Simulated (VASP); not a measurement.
# Be (P6_3/mmc) in VASP: a series of runs

Runs on Be. Level: PBEsol. Tasks: single point.

Program: VASP 6.6.1. These are calculated values, not measurements. Logs are shortened: lines on timing, memory, paths and dates and some standing lists are left out, and cuts for length are marked.

### 1 The cell of the first run

The structure is hexagonal, space group P6_3/mmc (No. 194). The conventional cell has a = 2.428 Å, b = 2.428 Å, c = 3.231 Å, α = 90.00°, β = 90.00°, γ = 120.00°. Be (site symmetry -6m2) has 12 Be at 2.14 to 2.43 Å within 2.8 Å.

### 2 Single point, PBEsol

File INCAR:

```
ALGO     = Normal         # electronic algorithm
EDIFF    = 1E-6           # SCF threshold, eV
ENCUT    = 520            # plane-wave cutoff, eV
GGA      = PS             # functional
ISIF     = 2              # what is computed and relaxed
ISMEAR   = 0              # smearing method
LASPH    = T              # aspherical terms in the spheres
LCHARG   = T              # write CHGCAR
LELF     = T              # ELF
LREAL    = F              # projectors in reciprocal space
LVHAR    = T            
LWAVE    = F              # write WAVECAR
NBANDS   = 9              # bands
NELM     = 60             # most SCF steps
PREC     = Accurate       # precision mode
SIGMA    = 0.15           # smearing width, eV
```

File KPOINTS:

```
k-points
0
Gamma
  24 24 14
```

File POSCAR:

```
Be
1.0
    2.4275088034      0.0000000000      0.0000000000
   -1.2137544017      2.1022842916      0.0000000000
    0.0000000000      0.0000000000      3.2311491929
Be
2
Direct
    0.3333333333      0.6666666667      0.2500000000
    0.6666666667      0.3333333333      0.7500000000
```

Potentials or basis: VASP PAW PBE potentials, release 64 (Be).

Launch:

```console
$ cat potpaw_PBE.64/Be/POTCAR > POTCAR
$ mpirun -np 1 vasp_std > vasp.out
```

OUTCAR:

```text
EDIFF = 1E-6
   ENCUT = 520
   GGA = PS
   ISIF = 2
   ISMEAR = 0
   LASPH = T
   LREAL = F
   NELM = 60
   PREC = Accurate

 ion  position               nearest neighbor table
   1  0.333  0.667  0.250-   2 2.14   2 2.14   2 2.14   2 2.14   2 2.14   2 2.14
   2  0.667  0.333  0.750-   1 2.14   1 2.14   1 2.14   1 2.14   1 2.14   1 2.14

  LATTYP: Found a hexagonal cell.
 ALAT       =     2.4275088034
 C/A-ratio  =     1.3310556025

  Lattice vectors:

 A1 = (   2.4275088034,   0.0000000000,   0.0000000000)
 A2 = (  -1.2137544017,   2.1022842916,   0.0000000000)
 A3 = (   0.0000000000,   0.0000000000,   3.2311491929)

Analysis of symmetry for initial positions (statically):
=====================================================================
 Subroutine PRICEL returns:
 Original cell was already a primitive cell.

 Routine SETGRP: Setting up the symmetry group for a
 hexagonal supercell.

 Subroutine GETGRP returns: Found 24 space group operations
 (whereof 12 operations were pure point group operations)
 out of a pool of 24 trial point group operations.

The static configuration has the point symmetry D_3d.
 The point group associated with its full space group is D_6h.

Analysis of symmetry for dynamics (positions and initial velocities):
=====================================================================
 Subroutine PRICEL returns:
 Original cell was already a primitive cell.

 Routine SETGRP: Setting up the symmetry group for a
 hexagonal supercell.

 Subroutine GETGRP returns: Found 24 space group operations
 (whereof 12 operations were pure point group operations)
 out of a pool of 24 trial point group operations.

The dynamic configuration has the point symmetry D_3d.
 The point group associated with its full space group is D_6h.

 Subroutine INISYM returns: Found 24 space group operations
 (whereof 12 operations are pure point group operations),
 and found     1 'primitive' translations

----------------------------------------------------------------------------------------

                                     Primitive cell

  volume of cell :      16.4896

  direct lattice vectors                    reciprocal lattice vectors
     2.427508803  0.000000000  0.000000000     0.411944953  0.237836530  0.000000000
    -1.213754402  2.102284292  0.000000000     0.000000000  0.475673059  0.000000000
[... 89 lines left out ...]
   IBRION =     -1    ionic relax: 0-MD 1-quasi-New 2-CG
   NFREE  =      0    steps in history (QN), initial steepest desc. (CG)
   ISIF   =      2    stress and relaxation
   ISYM   =      2    0-nonsym 1-usesym 2-fastsym
   POTIM  = 0.5000    time-step for ionic-motion
   TEBEG  =    0.0;   TEEND  =   0.0 temperature during run
   PSTRESS=    0.0 pullay stress
   NELECT =       4.0000    total number of electrons
   NUPDOWN=      -1.0000    fix difference up-down
   EMIN   =  10.00;   EMAX   =-10.00  energy-range for DOS
   EFERMI =   0.00;   METHOD = LEGACY
   ISMEAR =     0;   SIGMA  =   0.15  broadening in eV -4-tet -1-fermi 0-gaus
   EFERMI_NEDOS =   21; number of points for ismear=-14 and -15
   IALGO  =     38    algorithm
   IMIX   =      4    mixing-type and parameters
     AMIX     =   0.40;   BMIX     =  1.00
     AMIX_MAG =   1.60;   BMIX_MAG =  1.00
  volume/ion in A,a.u.               =       8.24        55.64
  Fermi-wavevector in a.u.,A,eV,Ry     =   1.020998  1.929407 14.183227  1.042438
  Thomas-Fermi vector in A             =   2.154599
   LORBIT       =      0    0 simple, 1 ext, 2 COOP (PROOUT), +10 PAW based schemes
   GGA     = PS    functional components
   LHFCALC =     F    Hartree Fock is set to
   AEXX    =    0.0000 exact exchange contribution
   IVDW    =     0    specifies the selected vdW correction
   LEPSILON=     F    determine dielectric tensor
   LRPA    =     F    only Hartree local field effects (RPA)
 non-spin polarized calculation
 Gauss-broadening in eV      SIGMA  =   0.15
  energy-cutoff  :      520.00
  volume of cell :       16.49
 maximum number of plane-waves:       462
   NGX =  9   NGY =  9   NGZ = 13

 number of electron       4.0000000 magnetization

 Free energy of the ion-electron system (eV)
  ---------------------------------------------------
  ext. energy  EPLUGINS =         0.00000000
  ---------------------------------------------------
  free energy    TOTEN  =        -7.71845078 eV

  energy without entropy =       -7.71567542  energy(sigma->0) =       -7.71706310

 E-fermi :   6.5283     XC(G=0): -10.4616

 val. band max:        6.4954335694   @ k =   0.2917   0.0833   0.0714
 cond. band min:       6.5336288625   @ k =   0.2917   0.2917   0.3571
 fundamental gap:      0.0381952931
 Fermi energy:         6.5282506403

 k-point     1 :       0.0000    0.0000    0.0000
  band No.  band energies     occupation
      1      -4.4282      2.00000
      2       4.1976      2.00000
      3      10.6350      0.00000
      4      18.9234      0.00000
      5      18.9234      0.00000
      6      22.5123      0.00000
      7      22.5123      0.00000
      8      28.4744      0.00000
      9      30.1472      0.00000
[... 265 lines left out ...]
 k-point    24 :       0.4583    0.0417    0.0000
  band No.  band energies     occupation
      1       1.1322      2.00000
      2       3.0471      2.00000
      3      10.7613      0.00000
      4      12.7473      0.00000
      5      14.1678      0.00000
      6      15.3974      0.00000
      7      17.9222      0.00000
      8      23.4962      0.00000
      9      24.1163      0.00000

 [... further k-points ...]

------------------------ aborting loop because EDIFF is reached ----------------------------------------

  FORCE on cell =-STRESS in cart. coord.  units (eV):
  Direction    XX          YY          ZZ          XY          YZ          ZX
  --------------------------------------------------------------------------------------
  -------------------------------------------------------------------------------------
  Total       -1.5507668     -1.5507668      2.7827013     -0.0000000      0.0000000      0.0000000
  in kB     -150.6772943   -150.6772943    270.3758537     -0.0000000      0.0000000      0.0000000
  external PRESSURE =     -10.3262449 kB  Pullay stress =       0.0000000 kB

 VOLUME and BASIS-vectors are now :
 -----------------------------------------------------------------------------
  energy-cutoff  :      520.00
  volume of cell :       16.49
      direct lattice vectors                 reciprocal lattice vectors
     2.427508803  0.000000000  0.000000000     0.411944953  0.237836530  0.000000000
    -1.213754402  2.102284292  0.000000000     0.000000000  0.475673059  0.000000000
     0.000000000  0.000000000  3.231149193     0.000000000  0.000000000  0.309487412

 POSITION                                       TOTAL-FORCE (eV/Angst)
 -----------------------------------------------------------------------------------
     -0.00000      1.40152      0.80779        -0.000000      0.000000      0.000000
      1.21375      0.70076      2.42336         0.000000      0.000000      0.000000
 -----------------------------------------------------------------------------------
    total drift:                                0.000000     -0.000000      0.000000

  FREE ENERGIE OF THE ION-ELECTRON SYSTEM (eV)
  ---------------------------------------------------
  free  energy   TOTEN  =        -7.7184507759 eV

  energy  without entropy=       -7.7156754153  energy(sigma->0) =       -7.71706310
```

OSZICAR:

```text
N       E                     dE             d eps       ncg     rms          rms(c)
DAV:   1    -0.278401131471E+01   -0.27840E+01   -0.17567E+03  8872   0.365E+02
DAV:   2    -0.769619589428E+01   -0.49122E+01   -0.47111E+01 12730   0.545E+01
DAV:   3    -0.775967010887E+01   -0.63474E-01   -0.63249E-01 10608   0.414E+00
DAV:   4    -0.775977736066E+01   -0.10725E-03   -0.10725E-03 11837   0.161E-01
DAV:   5    -0.775977738701E+01   -0.26355E-07   -0.25862E-07 10174   0.237E-03    0.134E+00
DAV:   6    -0.773115002242E+01    0.28627E-01   -0.46985E-03  9603   0.515E-01    0.808E-01
DAV:   7    -0.771844960168E+01    0.12700E-01   -0.76654E-03 10253   0.553E-01    0.219E-02
DAV:   8    -0.771845088374E+01   -0.12821E-05   -0.40489E-05  9718   0.428E-02    0.698E-03
DAV:   9    -0.771845077587E+01    0.10787E-06   -0.65508E-07 11452   0.527E-03
   1 F= -.77184508E+01 E0= -.77170631E+01  d E =-.277536E-02
```

stdout:

```text
POSCAR found type information on POSCAR Be
 POSCAR found :  1 types and       2 ions
 scaLAPACK will be used
 -----------------------------------------------------------------------------
|                                                                             |
|                                                                             |
|     You enforced a specific xc type in the INCAR file but a different       |
|     I HOPE YOU KNOW WHAT YOU ARE DOING!                                     |
|                                                                             |
 -----------------------------------------------------------------------------

 LDA part: xc-table for (Slater+PW92), standard interpolation
 POSCAR, INCAR and KPOINTS ok, starting setup
 FFT: planning ... GRIDC
 FFT: planning ... GRID_SOFT
 FFT: planning ... GRID
 WAVECAR not read
 entering main loop
```

Wall time 31 s (1 thread of Intel Xeon Platinum 8259CL at 2.50GHz (Skylake/Cascade Lake), shared host); peak memory 0.17 GiB.

What came out:

```yaml
Free_energy: -7.7185 eV
Pressure: -1.0 GPa
Band_gap_on_the_k_mesh: zero (band 2 reaches 7.99 eV, above the bottom of band 3 at 4.69 eV)
```

Caveat: the PAW data sets were made with another functional, which shifts forces and pressure a little.

### 3 Single point, PBEsol

This run uses another cell than the first one, of the same volume but with other edges.

File INCAR:

```
PREC = Accurate
ENCUT = 520
EDIFF = 1E-7
ISMEAR = 0
SIGMA = 0.15
LREAL = F
LASPH = T
NELM = 80
ALGO = Normal
ISIF = 2
LWAVE = F
LCHARG = T
GGA = PS
LELF = T
LVHAR = T
NBANDS = 9
```

File KPOINTS:

```
Automatic mesh
0
Gamma
  24 24 14
```

File POSCAR:

```
Be
1.0
    2.1639142163      0.0000000000      0.0000000000
   -1.0819571082      1.8740046829      0.0000000000
    0.0000000000      0.0000000000      4.0662919637
Be
2
Direct
    0.3333333333      0.6666666667      0.2500000000
    0.6666666667      0.3333333333      0.7500000000
```

Potentials or basis: VASP PAW PBE potentials, release 64 (Be).

Launch:

```console
$ cat potpaw_PBE.64/Be/POTCAR > POTCAR
$ mpirun -np 1 vasp_std > vasp.out
```

Run time: 28 s. Hardware: 1 thread of Intel Xeon Platinum 8259CL at 2.50GHz (Skylake/Cascade Lake), shared host; peak memory 0.17 GiB.

The run converged. Its results:

```yaml
Free_energy: -7.7288 eV
Pressure: -0.3 GPa
Band_gap_on_the_k_mesh: zero (band 2 reaches 7.27 eV, above the bottom of band 3 at 4.91 eV)
```

Stress tensor (GPa, compression positive):
```
  9.99   0.00   0.00
  0.00   9.99   0.00
  0.00   0.00 -20.96
```

Levels at points of the mesh, in eV from the Fermi level:
| k point | band 1 | band 2 | band 3 | band 4 | band 5 | band 6 | band 7 |
| --- | --- | --- | --- | --- | --- | --- | --- |
| (0.00, 0.00, 0.00) | -10.63 | -5.16 | -1.29 | 15.52 | 19.48 | 19.48 | 21.29 |
| (0.50, 0.00, 0.00) | -3.84 | -2.03 | 4.05 | 5.38 | 6.44 | 9.11 | 12.43 |
| (0.00, 0.00, 0.50) | -8.94 | -8.94 | 6.20 | 6.20 | 20.43 | 20.43 | 20.43 |
| (0.50, 0.00, 0.50) | -2.80 | -2.80 | 2.61 | 2.61 | 12.41 | 12.41 | 14.22 |

Caveat: the PAW data sets were made with another functional, which shifts forces and pressure a little.
